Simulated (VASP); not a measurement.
# KBr (Fm-3m) in VASP: a series of runs

The runs below take KBr through relaxation of cell and atoms, single point, with PBEsol, LDA, PBE.

Everything below comes from runs of VASP 6.6.1. Logs are shortened: lines on timing, memory, paths and dates and some standing lists are left out, and cuts for length are marked.

### 1 The cell of the first run

Symmetry: Fm-3m, No. 225, cubic system. Conventional cell: a = 6.701 Å, b = 6.701 Å, c = 6.701 Å, α = 90.00°, β = 90.00°, γ = 90.00°. K (site symmetry m-3m) has 6 Br at 3.35 Å within 4.4 Å. Br (site symmetry m-3m) has 6 K at 3.35 Å within 4.4 Å.

### 2 Relaxation of cell and atoms, PBEsol

The input, INCAR:

```
SYSTEM = KBr
  ALGO = Normal
  EDIFF = 1E-7
  EDIFFG = -0.005
  ENCUT = 600
  GGA = PS
  IBRION = 2
  ISIF = 3
  ISMEAR = -1
  LASPH = .TRUE.
  LCHARG = .FALSE.
  LREAL = .FALSE.
  LWAVE = .FALSE.
  NELM = 100
  NSW = 80
  PREC = Accurate
  SIGMA = 0.02
```

The input, KPOINTS:

```
k-points
0
G
  6 6 6
  0 0 0
```

The input, POSCAR:

```
KBr
1.0
    0.0000000000      3.3504479108      3.3504479108
    3.3504479108      0.0000000000      3.3504479108
    3.3504479108      3.3504479108      0.0000000000
K Br
1 1
Direct
    0.0000000000      0.0000000000      0.0000000000
    0.5000000000      0.5000000000      0.5000000000
```

Potentials or basis: VASP PAW PBE potentials, release 64 (K_sv, Br).

The run is started by

```sh
$ cat potpaw_PBE.64/K_sv/POTCAR potpaw_PBE.64/Br/POTCAR > POTCAR
$ mpirun -np 1 vasp_std > vasp.out
```

OUTCAR:

```text
SYSTEM = KBr
   EDIFF = 1E-7
   EDIFFG = -0.005
   ENCUT = 600
   GGA = PS
   IBRION = 2
   ISIF = 3
   ISMEAR = -1
   LASPH = .TRUE.
   LREAL = .FALSE.
   NELM = 100
   NSW = 80
   PREC = Accurate

 ion  position               nearest neighbor table
   1  0.000  0.000  0.000-
   2  0.500  0.500  0.500-

  LATTYP: Found a face centered cubic cell.
 ALAT       =     6.7008958216

  Lattice vectors:

 A1 = (   0.0000000000,   3.3504479108,   3.3504479108)
 A2 = (   3.3504479108,   0.0000000000,   3.3504479108)
 A3 = (   3.3504479108,   3.3504479108,   0.0000000000)

Analysis of symmetry for initial positions (statically):
=====================================================================
 Subroutine PRICEL returns:
 Original cell was already a primitive cell.

 Routine SETGRP: Setting up the symmetry group for a
 face centered cubic supercell.

 Subroutine GETGRP returns: Found 48 space group operations
 (whereof 48 operations were pure point group operations)
 out of a pool of 48 trial point group operations.

The static configuration has the point symmetry O_h .

Analysis of symmetry for dynamics (positions and initial velocities):
=====================================================================
 Subroutine PRICEL returns:
 Original cell was already a primitive cell.

 Routine SETGRP: Setting up the symmetry group for a
 face centered cubic supercell.

 Subroutine GETGRP returns: Found 48 space group operations
 (whereof 48 operations were pure point group operations)
 out of a pool of 48 trial point group operations.

The dynamic configuration has the point symmetry O_h .

 Subroutine INISYM returns: Found 48 space group operations
 (whereof 48 operations are pure point group operations),
 and found     1 'primitive' translations

----------------------------------------------------------------------------------------

                                     Primitive cell

  volume of cell :      75.2209

  direct lattice vectors                    reciprocal lattice vectors
     0.000000000  3.350447911  3.350447911    -0.149233778  0.149233778  0.149233778
     3.350447911  0.000000000  3.350447911     0.149233778 -0.149233778  0.149233778
     3.350447911  3.350447911  0.000000000     0.149233778  0.149233778 -0.149233778

  length of vectors
     4.738248875  4.738248875  4.738248875     0.258480486  0.258480486  0.258480486

  position of ions in fractional coordinates (direct lattice)
     0.000000000  0.000000000  0.000000000
     0.500000000  0.500000000  0.500000000

  ion indices of the primitive-cell ions
   primitive index   ion index
                 1           1
                 2           2

----------------------------------------------------------------------------------------

 KPOINTS: k-points

Automatic generation of k-mesh.
 Grid dimensions read from file:
 generate k-points for:    6    6    6

 Generating k-lattice:

  Cartesian coordinates                     Fractional coordinates (reciprocal lattice)
    -0.024872296  0.024872296  0.024872296     0.166666667  0.000000000  0.000000000
     0.024872296 -0.024872296  0.024872296     0.000000000  0.166666667  0.000000000
     0.024872296  0.024872296 -0.024872296     0.000000000  0.000000000  0.166666667

  Length of vectors
     0.043080081  0.043080081  0.043080081

  Shift w.r.t. Gamma in fractional coordinates (k-lattice)
     0.000000000  0.000000000  0.000000000

 Subroutine IBZKPT returns following result:
 ===========================================

 Found     16 irreducible k-points:

 Following reciprocal coordinates:
            Coordinates               Weight
  0.000000  0.000000  0.000000      1.000000
  0.166667  0.000000  0.000000      8.000000
  0.333333  0.000000  0.000000      8.000000
  0.500000  0.000000  0.000000      4.000000
  0.166667  0.166667  0.000000      6.000000
  0.333333  0.166667  0.000000     24.000000
[... 8 lines left out ...]
 -0.333333  0.333333  0.166667     24.000000
 -0.333333  0.500000  0.166667     12.000000
   k-points           NKPTS =     16   k-points in BZ     NKDIM =     16   number of bands    NBANDS=     12
   number of dos      NEDOS =    301   number of ions     NIONS =      2
   total plane-waves  NPLWV =  64000
   dimension x,y,z NGX =    40 NGY =   40 NGZ =   40
   dimension x,y,z NGXF=    80 NGYF=   80 NGZF=   80
   ions per type =               1   1
   NGX,Y,Z   is equivalent  to a cutoff of  14.03, 14.03, 14.03 a.u.
   NGXF,Y,Z  is equivalent  to a cutoff of  28.07, 28.07, 28.07 a.u.
 SYSTEM =  KBr
   PREC   = accura    normal or accurate (medium, high low for compatibility)
   ISTART =      0    job   : 0-new  1-cont  2-samecut
   ICHARG =      2    charge: 1-file 2-atom 10-const
   ISPIN  =      1    spin polarized calculation?
   LNONCOLLINEAR =      F non collinear calculations
   LSORBIT =      F    spin-orbit coupling
   LASPH  =      T    aspherical Exc in radial PAW
   ENCUT  =  600.0 eV  44.10 Ry    6.64 a.u.   9.46  9.46  9.46*2*pi/ulx,y,z
   NELM   =    100;   NELMIN=  2; NELMDL= -5     # of ELM steps
   EDIFF  = 0.1E-06   stopping-criterion for ELM
   LREAL  =      F    real-space projection
   EDIFFG = -.5E-02   stopping-criterion for IOM
   NSW    =     80    number of steps for IOM
   IBRION =      2    ionic relax: 0-MD 1-quasi-New 2-CG
   NFREE  =      1    steps in history (QN), initial steepest desc. (CG)
   ISIF   =      3    stress and relaxation
   ISYM   =      2    0-nonsym 1-usesym 2-fastsym
   POTIM  = 0.5000    time-step for ionic-motion
   TEBEG  =    0.0;   TEEND  =   0.0 temperature during run
   PSTRESS=    0.0 pullay stress
   NELECT =      16.0000    total number of electrons
   NUPDOWN=      -1.0000    fix difference up-down
   EMIN   =  10.00;   EMAX   =-10.00  energy-range for DOS
   EFERMI =   0.00;   METHOD = LEGACY
   ISMEAR =    -1;   SIGMA  =   0.02  broadening in eV -4-tet -1-fermi 0-gaus
   EFERMI_NEDOS =   21; number of points for ismear=-14 and -15
   IALGO  =     38    algorithm
   IMIX   =      4    mixing-type and parameters
     AMIX     =   0.40;   BMIX     =  1.00
     AMIX_MAG =   1.60;   BMIX_MAG =  1.00
  volume/ion in A,a.u.               =      37.61       253.81
  Fermi-wavevector in a.u.,A,eV,Ry     =   0.977242  1.846719 12.993580  0.955001
  Thomas-Fermi vector in A             =   2.107924
   LORBIT       =      0    0 simple, 1 ext, 2 COOP (PROOUT), +10 PAW based schemes
   GGA     = PS    functional components
   LHFCALC =     F    Hartree Fock is set to
   AEXX    =    0.0000 exact exchange contribution
   IVDW    =     0    specifies the selected vdW correction
   LEPSILON=     F    determine dielectric tensor
   LRPA    =     F    only Hartree local field effects (RPA)
 conjugate gradient relaxation of ions
 non-spin polarized calculation
  energy-cutoff  :      600.00
  volume of cell :       75.22
 maximum number of plane-waves:      2565
 NGX is ok and might be reduce to    40
   NGX = 19   NGY = 19   NGZ = 19

--------------------------------------- Ionic step        1  -------------------------------------------

 number of electron      15.9999999 magnetization

 Free energy of the ion-electron system (eV)
  ---------------------------------------------------
  ext. energy  EPLUGINS =         0.00000000
  ---------------------------------------------------
  free energy    TOTEN  =        -6.44701489 eV

  energy without entropy =       -6.44701489  energy(sigma->0) =       -6.44701489

------------------------ aborting loop because EDIFF is reached ----------------------------------------

  FORCE on cell =-STRESS in cart. coord.  units (eV):
  Direction    XX          YY          ZZ          XY          YZ          ZX
  --------------------------------------------------------------------------------------
  -------------------------------------------------------------------------------------
  Total       -0.3955664     -0.3955664     -0.3955664      0.0000000      0.0000000      0.0000000
  in kB       -8.4254168     -8.4254168     -8.4254168      0.0000000      0.0000000      0.0000000
  external PRESSURE =      -8.4254168 kB  Pullay stress =       0.0000000 kB

 VOLUME and BASIS-vectors are now :
 -----------------------------------------------------------------------------
  energy-cutoff  :      600.00
  volume of cell :       75.22
      direct lattice vectors                 reciprocal lattice vectors
     0.000000000  3.350447911  3.350447911    -0.149233778  0.149233778  0.149233778
     3.350447911  0.000000000  3.350447911     0.149233778 -0.149233778  0.149233778
     3.350447911  3.350447911  0.000000000     0.149233778  0.149233778 -0.149233778
[... 73 lines left out ...]
 POSITION                                       TOTAL-FORCE (eV/Angst)
 -----------------------------------------------------------------------------------
      0.00000      0.00000      0.00000        -0.000000     -0.000000      0.000000
      3.28242      3.28242      3.28242         0.000000      0.000000     -0.000000
 -----------------------------------------------------------------------------------
    total drift:                                0.000000     -0.000000     -0.000000

  FREE ENERGIE OF THE ION-ELECTRON SYSTEM (eV)
  ---------------------------------------------------
  free  energy   TOTEN  =        -6.4601314500 eV

  energy  without entropy=       -6.4601314500  energy(sigma->0) =       -6.46013145

--------------------------------------- Ionic step        4  -------------------------------------------

 number of electron      16.0000001 magnetization

 Free energy of the ion-electron system (eV)
  ---------------------------------------------------
  ext. energy  EPLUGINS =         0.00000000
  ---------------------------------------------------
  free energy    TOTEN  =        -6.46015664 eV

  energy without entropy =       -6.46015664  energy(sigma->0) =       -6.46015664

 E-fermi :  -1.3303     XC(G=0):  -7.6257

 val. band max:       -1.7508466681   @ k =   0.0000   0.0000   0.0000
 cond. band min:       2.5747425881   @ k =   0.0000   0.0000   0.0000
 fundamental gap:      4.3255892562
 Fermi energy:        -1.3303228855

 k-point     1 :       0.0000    0.0000    0.0000
  band No.  band energies     occupation
      1     -29.3228      2.00000
      2     -14.0817      2.00000
      3     -12.8676      2.00000
      4     -12.8676      2.00000
      5     -12.8676      2.00000
      6      -1.7508      2.00000
      7      -1.7508      2.00000
      8      -1.7508      2.00000
      9       2.5747      0.00000
     10       5.7780      0.00000
     11       5.7780      0.00000
     12       5.7780      0.00000

 k-point     2 :       0.1667    0.0000    0.0000
  band No.  band energies     occupation
      1     -29.3212      2.00000
      2     -14.1287      2.00000
      3     -12.8691      2.00000
      4     -12.8691      2.00000
      5     -12.8020      2.00000
      6      -2.1420      2.00000
      7      -1.8460      2.00000
      8      -1.8460      2.00000
      9       3.2522      0.00000
     10       5.6241      0.00000
     11       6.1115      0.00000
     12       6.1115      0.00000
[... 230 lines left out ...]
 POSITION                                       TOTAL-FORCE (eV/Angst)
 -----------------------------------------------------------------------------------
      3.27911      0.00000      3.27911         0.000000     -0.000000      0.000000
      3.27911      3.27911      3.27911        -0.000000      0.000000     -0.000000
 -----------------------------------------------------------------------------------
    total drift:                                0.000000     -0.000000     -0.000000

  FREE ENERGIE OF THE ION-ELECTRON SYSTEM (eV)
  ---------------------------------------------------
  free  energy   TOTEN  =        -6.4601566443 eV

  energy  without entropy=       -6.4601566443  energy(sigma->0) =       -6.46015664

 reached required accuracy - stopping structural energy minimisation
```

It took 2.2 min on 1 thread of Intel Xeon 8259CL, shared host; peak memory 0.25 GiB.

What came out:

- Free energy: -6.4602 eV
- Relaxed volume: 35.26 Å³/atom
- Relaxed cell: a = 4.637 Å, b = 4.637 Å, c = 4.637 Å, α = 60.00°, β = 60.00°, γ = 60.00°
- Space group after relaxing (to 0.1 Å): Fm-3m (No. 225)
- Energy gained by relaxing: 6.6 meV/atom
- Ionic steps: 4
- Pressure after relaxing: 0.0 GPa
- Band gap on the k mesh: 4.33 eV

Step by step:
| step | energy change (eV) | largest force (eV/Å) | pressure (GPa) | volume (Å³) |
| --- | --- | --- | --- | --- |
| 1 | 0.0000 | 0.0000 | -0.84 | 75.22 |
| 2 | -0.0090 | 0.0000 | -0.50 | 73.09 |
| 3 | -0.0131 | 0.0000 | -0.04 | 70.73 |
| 4 | -0.0131 | 0.0000 | 0.01 | 70.52 |

Final structure:
```
K Br
1.0
     0.00000    3.27911    3.27911
     3.27911    0.00000    3.27911
     3.27911    3.27911    0.00000
K Br
1 1
Direct
  0.00000 0.00000 0.00000
  0.50000 0.50000 0.50000
```

Caveat: the PAW data sets were made with another functional, which shifts forces and pressure a little. PBEsol gaps usually lie below the measured ones, often by a third to a half.

### 3 Relaxation of cell and atoms, LDA

The input, INCAR:

```
PREC = Accurate
ENCUT = 600
EDIFF = 1E-6
ISMEAR = -1
SIGMA = 0.02
LREAL = F
LASPH = T
NELM = 100
ALGO = Normal
ISIF = 3
LWAVE = F
LCHARG = F
GGA = CA
IBRION = 2
NSW = 80
EDIFFG = -0.005
```

The input, KPOINTS:

```
Automatic mesh
0
Gamma
  6 6 6
```

POSCAR is that of step 2.

Potentials or basis: VASP PAW LDA potentials, release 64 (K_sv, Br).

The run is started by

```sh
$ cat potpaw_LDA.64/K_sv/POTCAR potpaw_LDA.64/Br/POTCAR > POTCAR
$ mpirun -np 1 vasp_std > vasp.out
```

Run time: 96 s. Hardware: 1 thread of Intel Xeon 8259CL, shared host; peak memory 0.21 GiB.

Results (log left out):

```yaml
Free_energy: -6.8351 eV
Relaxed_volume: 32.46 Å³/atom
Relaxed_cell: a = 4.511 Å, b = 4.511 Å, c = 4.511 Å, α = 60.00°, β = 60.00°, γ = 60.00°
Space_group_after_relaxing_to_0.1_Å: Fm-3m (No. 225)
Energy_gained_by_relaxing: 37.9 meV/atom
Ionic_steps: 4
Pressure_after_relaxing: 0.0 GPa
Band_gap_on_the_k_mesh: 4.32 eV
```

Step by step:
```tsv
step	energy change (eV)	largest force (eV/Å)	pressure (GPa)	volume (Å³)
1	0.0000	0.0000	-2.06	75.22
2	-0.0542	0.0000	-1.26	70.09
3	-0.0755	0.0000	-0.17	65.57
4	-0.0758	0.0000	0.02	64.93
```

Final structure:
```cif
data_structure
_symmetry_space_group_name_H-M 'P 1'
_symmetry_Int_Tables_number 1
_cell_length_a 4.5115
_cell_length_b 4.5115
_cell_length_c 4.5115
_cell_angle_alpha 60.000
_cell_angle_beta 60.000
_cell_angle_gamma 60.000
_cell_volume 64.93
loop_
_atom_site_label
_atom_site_type_symbol
_atom_site_fract_x
_atom_site_fract_y
_atom_site_fract_z
_atom_site_occupancy
K1 K 0.00000 0.00000 0.00000 1
Br1 Br 0.50000 0.50000 0.50000 1
```

Levels at points of the mesh, in eV from the valence-band top:
| k point | band 5 | band 6 | band 7 | band 8 | band 9 | band 10 | band 11 | band 12 |
| --- | --- | --- | --- | --- | --- | --- | --- | --- |
| (0.00, 0.00, 0.00) | -10.94 | 0.00 | 0.00 | 0.00 | 4.32 | 7.34 | 7.34 | 7.34 |
| (0.50, 0.00, 0.00) | -10.65 | -1.47 | -0.45 | -0.45 | 6.46 | 8.29 | 9.78 | 9.78 |
| (0.50, 0.50, 0.00) | -11.00 | -0.96 | -0.33 | -0.33 | 5.41 | 7.24 | 9.35 | 9.72 |

As with any semilocal functional, this LDA gap is likely too small. Zero-point motion and thermal expansion aren't in these numbers.

(Continued in part 2 of 2.)
